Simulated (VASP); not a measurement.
Wanted: the native input for a VASP 6.6.1 run.

```
Task                   : single point
Functional             : r2SCAN
Potentials or basis    : VASP PAW PBE potentials, release 64 (Be, Mg, Te)
Cutoff                 : 520 eV
k mesh                 : 12 × 12 × 4
Occupations            : gaussian, width 0.01 eV
Spin                   : no spin polarisation
Dipole correction      : no
Further INCAR settings : ALGO = Normal; EDIFF = 1e-06; NBANDS = 21
```

Crystal: MgBe2Te3.

```
Be Mg Te
1.0
     4.16168    0.00000    0.00000
    -2.08084    3.60412    0.00000
     0.00000    0.00000   10.44453
Be Mg Te
2 1 3
Direct
  0.00000 0.00000 0.98812
  0.66667 0.33333 0.68091
  0.33333 0.66667 0.33865
  0.66667 0.33333 0.91467
  0.33333 0.66667 0.60602
  0.00000 0.00000 0.22163
```

These files were run (other wordings do the same):

POSCAR

```
MgBe2Te3
1.0
    4.1616767904      0.0000000000      0.0000000000
   -2.0808383952      3.6041178228      0.0000000000
    0.0000000000      0.0000000000     10.4445297631
Be Mg Te
2 1 3
Direct
    0.0000000000      0.0000000000     -0.0118794103
    0.6666666667      0.3333333333      0.6809078845
    0.3333333333      0.6666666667      0.3386508357
    0.6666666667      0.3333333333      0.9146672969
    0.3333333333      0.6666666667      0.6060218565
    0.0000000000      0.0000000000      0.2216315366
```

INCAR.step1

```
SYSTEM = MgBe2Te3
ALGO = Normal
EDIFF = 1E-4
ENCUT = 520
GGA = PE
ISMEAR = 0
LASPH = .TRUE.
LCHARG = .FALSE.
LREAL = .FALSE.
LWAVE = .TRUE.
NBANDS = 21
NELM = 60
PREC = Accurate
SIGMA = 0.01
```

INCAR.step2

```
SYSTEM = MgBe2Te3
ALGO = Normal
EDIFF = 1E-6
ENCUT = 520
ISIF = 2
ISMEAR = 0
ISTART = 1
LASPH = .TRUE.
LCHARG = .FALSE.
LMIXTAU = .TRUE.
LREAL = .FALSE.
LWAVE = .FALSE.
METAGGA = R2SCAN
NBANDS = 21
NELM = 60
PREC = Accurate
SIGMA = 0.01
```

KPOINTS

```
k-points
0
G
  12 12 4
  0 0 0
```

Potentials or basis: VASP PAW PBE potentials, release 64 (Be, Mg, Te).

Launch:

```console
$ cat potpaw_PBE.64/Be/POTCAR potpaw_PBE.64/Mg/POTCAR potpaw_PBE.64/Te/POTCAR > POTCAR
$ cp INCAR.step1 INCAR
$ mpirun -np 1 vasp_std > vasp.out
$ cp INCAR.step2 INCAR
$ mpirun -np 1 vasp_std > vasp.out
```

It gave:

- Pressure: 0.0 GPa
- Largest force: 0.025 eV/Å
- Band gap on the k mesh: 2.29 eV (least direct gap 2.97 eV)

Caveat: the PAW data sets were made with another functional, which shifts forces and pressure a little; spin-orbit coupling is left out, which moves the levels of the heavy elements.

Run time: 8.6 min on 1 thread of Intel(R) Xeon(R) Platinum 8124M CPU @ 3.00GHz (Skylake/Cascade Lake) (shared host), peak memory 0.47 GiB.
